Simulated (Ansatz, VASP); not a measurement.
NbSi in VASP and in Ansatz

File POSCAR:

```
NbSi
1.0
    3.1564400000      0.0000000000      0.0000000000
    0.0000000000      3.1564400000      0.0000000000
    0.0000000000      0.0000000000      3.1564400000
Nb Si
1 1
Direct
    0.0000000000      0.0000000000      0.0000000000
    0.5000000000      0.5000000000      0.5000000000
```

The input INCAR.step1:

```
ALGO     = Normal         # electronic algorithm
EDIFF    = 1E-4           # SCF threshold, eV
ENCUT    = 520            # plane-wave cutoff, eV
GGA      = PE             # functional
GGA_COMPAT= False        
ISMEAR   = -1             # smearing method
LASPH    = True           # aspherical terms in the spheres
LCHARG   = False          # write CHGCAR
LMAXMIX  = 4              # l up to which the mixer works
LNONCOLLINEAR= True           # non-collinear magnetism
LREAL    = False          # projectors in reciprocal space
LSORBIT  = True           # spin-orbit coupling
LWAVE    = True           # write WAVECAR
MAGMOM   = 0 0 0 0 0 0    # initial moments
NBANDS   = 29             # bands
NELM     = 150            # most SCF steps
PREC     = Accurate       # precision mode
SIGMA    = 0.05           # smearing width, eV
```

File INCAR.step2:

```
ALGO     = Normal         # electronic algorithm
EDIFF    = 1E-6           # SCF threshold, eV
ENCUT    = 520            # plane-wave cutoff, eV
GGA_COMPAT= False        
ISIF     = 2              # what is computed and relaxed
ISMEAR   = -1             # smearing method
ISTART   = 1            
LASPH    = True           # aspherical terms in the spheres
LCHARG   = False          # write CHGCAR
LMAXMIX  = 4              # l up to which the mixer works
LMIXTAU  = True         
LNONCOLLINEAR= True           # non-collinear magnetism
LORBIT   = 11             # projections on sites
LORBMOM  = True         
LREAL    = False          # projectors in reciprocal space
LSORBIT  = True           # spin-orbit coupling
LWAVE    = False          # write WAVECAR
MAGMOM   = 0 0 0 0 0 0    # initial moments
METAGGA  = R2SCAN         # meta-GGA
NBANDS   = 29             # bands
NELM     = 150            # most SCF steps
PREC     = Accurate       # precision mode
SIGMA    = 0.05           # smearing width, eV
```

The input KPOINTS:

```
k-points
0
Gamma
  8 8 8
```

The input input.yaml:

```yaml
crystal:
  lattice:
    - [3.15644, 0.0, 0.0]
    - [0.0, 3.15644, 0.0]
    - [0.0, 0.0, 3.15644]
  atoms:
    - { symbol: Nb, position: [0.0, 0.0, 0.0] }
    - { symbol: Si, position: [0.5, 0.5, 0.5] }
hamiltonian:
  xc: r2scan
  pseudopotentials: { kind: paw_fr }
magnetization:
  noncollinear: true
  spin_orbit: true
kpoints:
  mp_grid: { grid: [8, 8, 8] }
  band_path:
    path:
      - [[0.0, 0.0, 0.0], [0.0, 0.5, 0.0], [0.5, 0.5, 0.0], [0.0, 0.0, 0.0], [0.5, 0.5, 0.5], [0.0, 0.5, 0.0]]
      - [[0.5, 0.5, 0.0], [0.5, 0.5, 0.5]]
    npoints: 14
scf:
  occupations: { method: fermi_dirac, width: 0.05 }
  n_extra_bands: 6
output:
  forces: true
  stress: true
  eigenvalues: true
  fatbands: false
```

Alike in both runs: functional r2SCAN; k mesh 8 × 8 × 8; occupations fermi-dirac, width 0.05 eV; non-collinear spin, spin-orbit coupling.

```csv
,VASP,Ansatz
version,VASP 6.6.1,Ansatz 0.2.0
potentials or method,"VASP PAW PBE potentials, release 64 (Nb_sv, Si)",Ansatz PAW
plane-wave cutoff (eV),520,500
valence electrons in the cell,17,17
task,single point,band structure
```

VASP gave:

```
pressure (GPa)           : -2.2
net moment per atom (μB) : 0.00
```

Task: What did Ansatz give for the same quantities?

Result: Pressure (GPa): -2.0; net moment per atom (μB): 0.00.

VASP's potentials were made for PBE, not for r2SCAN. With one functional, cell and mesh, what is left measures potentials, basis and numerics.
